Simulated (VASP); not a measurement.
# BiPbCl5: single point with PBE

BiPbCl5:

```
CELL_PARAMETERS angstrom
4.70719 0.00000 0.00000
0.00000 4.70719 0.00000
0.00000 0.00000 8.05513
ATOMIC_POSITIONS crystal
Bi 0.00000 0.00000 0.50000
Pb 0.50000 0.50000 0.00000
Cl 0.00000 0.50000 0.29478
Cl 0.00000 0.50000 0.70522
Cl 0.50000 0.00000 0.29478
Cl 0.50000 0.00000 0.70522
Cl 0.00000 0.00000 0.00000
```

The cell was generated, and may not be a known phase.

```json
{"Program": "VASP 6.6.1", "Task": "single point", "Functional": "PBE", "Potentials or basis": "VASP PAW PBE potentials, release 64 (Bi_d, Pb_d, Cl)", "Cutoff": "520 eV", "k mesh": "6 × 6 × 4", "Occupations": "gaussian, width 0.02 eV", "Spin": "no spin polarisation"}
```

| Property | Result |
| --- | --- |
| Pressure | -0.1 GPa |
| Band gap on the k mesh | 1.81 eV (least direct gap 2.13 eV) |

Levels at points of the mesh, in eV from the valence-band top:
```tsv
k point	band 29	band 30	band 31	band 32	band 33	band 34	band 35	band 36
(0.00, 0.00, 0.00)	-1.16	-0.81	-0.81	-0.78	2.30	3.22	3.27	3.27
(0.50, 0.00, 0.00)	-1.21	-0.99	-0.85	-0.12	2.60	3.06	3.56	3.75
(0.50, 0.50, 0.00)	-0.85	-0.66	-0.48	-0.34	3.21	3.21	3.60	4.59
(0.00, 0.00, 0.50)	-1.17	-0.87	-0.87	-0.32	1.81	2.85	3.21	3.21
(0.50, 0.00, 0.50)	-1.07	-0.92	-0.38	-0.24	2.97	3.15	3.40	3.51
(0.50, 0.50, 0.50)	-0.46	-0.46	-0.33	0.00	3.17	3.36	3.36	4.35
```

Run time: 2.8 min on 1 thread of Intel(R) Xeon(R) Platinum 8259CL CPU @ 2.50GHz (Skylake/Cascade Lake), with other jobs on the host, peak memory 0.37 GiB.

Caveat: spin-orbit coupling is left out, which moves the levels of the heavy elements. A k mesh can miss the band edges.
